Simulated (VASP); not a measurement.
Here is a VASP 6.6.1 calculation.

The input POSCAR:

```
BaTiO3
1.0
    8.0937553300      0.0000000000      0.0000000000
    0.0115114000      4.0468574500      0.0000000000
    0.0115114000      0.0114810800      4.0468473500
Ba Ti O
2 2 6
Direct
    0.0000000000      0.0000000000      0.0000000000
    0.5000000000      0.0000000000      0.0000000000
    0.2422500000      0.4845000000      0.4845000000
    0.7422500000      0.4845000000      0.4845000000
    0.2543000000      0.5086000000      0.0175000000
    0.7543000000      0.5086000000      0.0175000000
    0.0087500000      0.5086000000      0.5086000000
    0.5087500000      0.5086000000      0.5086000000
    0.2543000000      0.0175000000      0.5086000000
    0.7543000000      0.0175000000      0.5086000000
```

File INCAR.step1:

```
PREC = Accurate
ENCUT = 520
ISMEAR = -1
SIGMA = 0.1
LREAL = F
LASPH = T
NELM = 150
LMAXMIX = 4
LDAU = T
LDAUTYPE = 2
LDAUL = -1 2 -1
LDAUU = 0 1.54 0
LDAUJ = 0 0 0
NBANDS = 51
GGA = PE
ALGO = Normal
EDIFF = 1E-4
LWAVE = T
LCHARG = F
```

The input INCAR.step2:

```
PREC = Accurate
ENCUT = 520
EDIFF = 1E-6
ISMEAR = -1
SIGMA = 0.1
LREAL = F
LASPH = T
NELM = 150
ALGO = Normal
ISIF = 2
LWAVE = F
LCHARG = F
LMAXMIX = 4
LDAU = T
LDAUTYPE = 2
LDAUL = -1 2 -1
LDAUU = 0 1.54 0
LDAUJ = 0 0 0
LDAUPRINT = 1
METAGGA = R2SCAN
LMIXTAU = T
NBANDS = 51
ISTART = 1
```

The input KPOINTS:

```
Automatic mesh
0
Gamma
  3 6 6
```

Potentials or basis: VASP PAW PBE potentials, release 64 (Ba_sv, Ti_sv, O).

Command:

```console
$ cat potpaw_PBE.64/Ba_sv/POTCAR potpaw_PBE.64/Ti_sv/POTCAR potpaw_PBE.64/O/POTCAR > POTCAR
$ cp INCAR.step1 INCAR
$ mpirun -np 1 vasp_std > vasp.out
$ cp INCAR.step2 INCAR
$ mpirun -np 1 vasp_std > vasp.out
```

(1) Predict the largest force.

(2) Predict the band gap on the k mesh.

Answers

(1) 0.327 eV/Å.

(2) 2.85 eV.

Caveat: the PAW data sets were made with another functional, which shifts forces and pressure a little; spin-orbit coupling is left out, which moves the levels of the heavy elements.
